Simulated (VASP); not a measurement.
A run of VASP 6.6.1 is set up as follows.

Contents of INCAR:

```
SYSTEM = Ru
  PREC = Accurate
  ENCUT = 520
  EDIFF = 1E-6
  ISMEAR = -1
  SIGMA = 0.05
  LREAL = .FALSE.
  LASPH = .TRUE.
  NELM = 80
  ALGO = Normal
  ISIF = 2
  LWAVE = .FALSE.
  LCHARG = .FALSE.
  GGA = RE
  NBANDS = 21
```

File KPOINTS:

```
regular mesh
0
G
  11 11 6
  0 0 0
```

Contents of POSCAR:

```
Ru
1.0
    2.7289244075      0.0000000000      0.0000000000
   -1.3644622038      2.3633178619      0.0000000000
    0.0000000000      0.0000000000      4.3138703441
Ru
2
Direct
    0.6666666667      0.3333333333      0.7500000000
    0.3333333333      0.6666666667      0.2500000000
```

Potentials or basis: VASP PAW PBE potentials, release 64 (Ru_pv).

The run is started by

```bash
$ cat potpaw_PBE.64/Ru_pv/POTCAR > POTCAR
$ mpirun -np 1 vasp_std > vasp.out
```

(1) Predict the band gap on the k mesh.

(2) Estimate the pressure.

## Answers

(1) zero (bands 14 and 15 overlap by 2.95 eV).

(2) -0.1 GPa.

Caveat: the PAW data sets were made with another functional, which shifts forces and pressure a little.
